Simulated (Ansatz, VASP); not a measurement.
## TaVN2: VASP beside Ansatz

```
Ta V N
1.0
     3.04987    0.00000    0.00000
     0.00000    3.04987    0.00000
     0.00000    0.00000    4.29606
Ta V N
1 1 2
Direct
  0.00000 0.00000 0.00000
  0.50000 0.50000 0.50000
  0.50000 0.50000 0.00000
  0.00000 0.00000 0.50000
```

Alike in both runs: task single point; functional PBEsol; k mesh 7 × 7 × 5; occupations fermi-dirac, width 0.05 eV; collinear spin; fixed moment 1.5 μB.

|  | VASP | Ansatz |
| --- | --- | --- |
| version | VASP 6.6.1 | Ansatz 0.2.0 |
| potentials or method | VASP PAW PBE potentials, release 64 (Ta_sv_GW, V_sv, N) | Ansatz PAW |
| plane-wave cutoff (eV) | 600 | 420 |
| valence electrons in the cell | 36 | 36 |

|  | VASP | Ansatz | Ansatz less VASP |
| --- | --- | --- | --- |
| pressure (GPa) | -8.6 | -8.8 | -0.21 |
| traceless stress, the component that is largest in VASP (GPa) | -0.37 | -0.38 | -0.009 |
| net moment per atom (μB) | 0.37 | 0.38 | 0.000 |
| size of the moment on the site where the two differ most (μB) | 1.31 | 1.13 | -0.187 |

VASP's potentials were made for PBE, not for PBEsol. Site moments also hang on the region over which each program counts them.

Neither program's run includes spin-orbit coupling.
